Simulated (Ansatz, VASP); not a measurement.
**ZnSe in VASP and in Ansatz**

File INCAR:

```
SYSTEM = ZnSe
PREC     = Accurate       ! precision mode
ENCUT    = 520            ! plane-wave cutoff, eV
EDIFF    = 1E-6           ! SCF threshold, eV
ISMEAR   = 0              ! smearing method
SIGMA    = 0.05           ! smearing width, eV
LREAL    = .False.        ! projectors in reciprocal space
LASPH    = .True.         ! aspherical terms in the spheres
NELM     = 80             ! most SCF steps
ALGO     = Normal         ! electronic algorithm
ISIF     = 2              ! what is computed and relaxed
LWAVE    = .False.        ! write WAVECAR
LCHARG   = .True.         ! write CHGCAR
GGA      = PS             ! functional
LELF     = .True.         ! ELF
LVHAR    = .True.       
NBANDS   = 26             ! bands
```

The input KPOINTS:

```
regular mesh
0
Gamma
  8 8 6
  0 0 0
```

The input POSCAR:

```
ZnSe
1.0
    3.8852000000      0.0000000000      0.0000000000
    0.0000000000      3.8852000000      0.0000000000
    0.0000000000      0.0000000000      5.8604000000
Zn Se
2 2
Direct
    0.0000000000      0.0000000000      0.0000000000
    0.5000000000      0.5000000000      0.0000000000
    0.0000000000      0.5000000000      0.2681677050
    0.5000000000      0.0000000000      0.7318322950
```

Input for Ansatz:

```yaml
crystal:
  lattice:
    - [3.8852, 0.0, 0.0]
    - [0.0, 3.8852, 0.0]
    - [0.0, 0.0, 5.8604]
  atoms:
    - { symbol: Zn, position: [0.0, 0.0, 0.0] }
    - { symbol: Zn, position: [0.5, 0.5, 0.0] }
    - { symbol: Se, position: [0.0, 0.5, 0.268167705] }
    - { symbol: Se, position: [0.5, 0.0, 0.731832295] }
basis:
  ecutwfc: 520.0
kpoints:
  mp_grid: { grid: [8, 8, 6] }
hamiltonian:
  xc: pbesol
  pseudopotentials: { kind: paw, azcp: { folder: soft_1 } }
scf:
  occupations: { method: gaussian, width: 0.05 }
output:
  forces: true
  stress: true
  eigenvalues: true
```

Alike in both runs: task single point; functional PBEsol; k mesh 8 × 8 × 6; occupations gaussian, width 0.05 eV; no spin polarisation.

|  | VASP | Ansatz |
| --- | --- | --- |
| version | VASP 6.6.1 | Ansatz 0.2.0 |
| potentials or method | VASP PAW PBE potentials, release 64 (Zn, Se), cutoff 520 eV | scalar-relativistic, plane waves, PAW |
| valence electrons in the cell | 36 | 56 |

|  | VASP | Ansatz | Ansatz less VASP |
| --- | --- | --- | --- |
| gap on the k mesh at the Fermi level (eV) | 1.62 | 1.61 | -0.008 |
| least direct gap on the mesh (eV) | 1.62 | 1.61 | -0.008 |
| pressure (GPa) | 1.4 | 1.1 | -0.30 |
| traceless stress, the component that is largest in VASP (GPa) | -2.68 | -2.72 | -0.036 |
| rms of the force components (eV/Å) | 0.095 | 0.118 | +0.0232 |

VASP's potentials were made for PBE, not for PBEsol, and Ansatz warns of the same on its side. Atom by atom the forces differ by 0.023 eV/Å (rms over components). VASP's potentials hold 36 valence electrons a cell and Ansatz's 56, so a difference there can come from the potentials and not from the codes.
